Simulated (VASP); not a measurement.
CuO:

```
CELL_PARAMETERS angstrom
2.83633 0.00000 0.00000
-1.41816 2.45633 0.00000
0.00000 0.00000 2.76811
ATOMIC_POSITIONS crystal
Cu 0.00000 0.00000 0.00000
O 0.66667 0.33333 0.50000
```

| Item | Value |
| --- | --- |
| Program | VASP 6.6.1 |
| Task | relaxation of cell and atoms |
| Functional | r2SCAN |
| Potentials or basis | VASP PAW PBE potentials, release 64 (Cu_sv_GW, O) |
| Cutoff | 770 eV |
| k mesh | 11 × 11 × 10 |
| Occupations | fermi-dirac, width 0.05 eV |
| Spin | no spin polarisation |
| Hubbard terms | Cu d U = 5.3 eV |

At the start: pressure -10.5 GPa; volume 9.64 Å³/atom.

Task: How do energy, volume and symmetry change on relaxing?

Result: Over 9 steps the energy falls by 31.5 meV/atom and the volume is 9.15 Å³/atom (-5.1 %); space group P-6m2 (No. 187, to 0.1 Å) before and after.

The path:
```csv
step,energy change (eV),largest force (eV/Å),pressure (GPa),volume (Å³)
1,0.0000,0.0000,-10.50,19.29
2,-0.0434,0.0000,9.29,17.56
3,-0.0589,0.0000,1.77,18.11
4,-0.0588,0.0000,1.46,18.14
5,-0.0628,0.0000,0.29,18.28
6,-0.0630,0.0000,-0.22,18.34
7,-0.0630,0.0000,-0.15,18.33
8,-0.0630,0.0000,-0.09,18.32
9,-0.0631,0.0000,0.11,18.31
```

Final structure:
```yaml
crystal:
  lattice:
    - [2.83231, 0.00000, 0.00000]
    - [-1.41615, 2.45285, 0.00000]
    - [0.00000, 0.00000, 2.63529]
  atoms:
    - { symbol: Cu, position: [0.00000, 0.00000, 0.00000] }
    - { symbol: O, position: [0.66667, 0.33333, 0.50000] }
```

Caveat: the PAW data sets were made with another functional, which shifts forces and pressure a little; an odd number of electrons without spin polarisation forces a metal; a magnetic or distorted state may lie lower; U without spin polarisation on a metal has little footing.
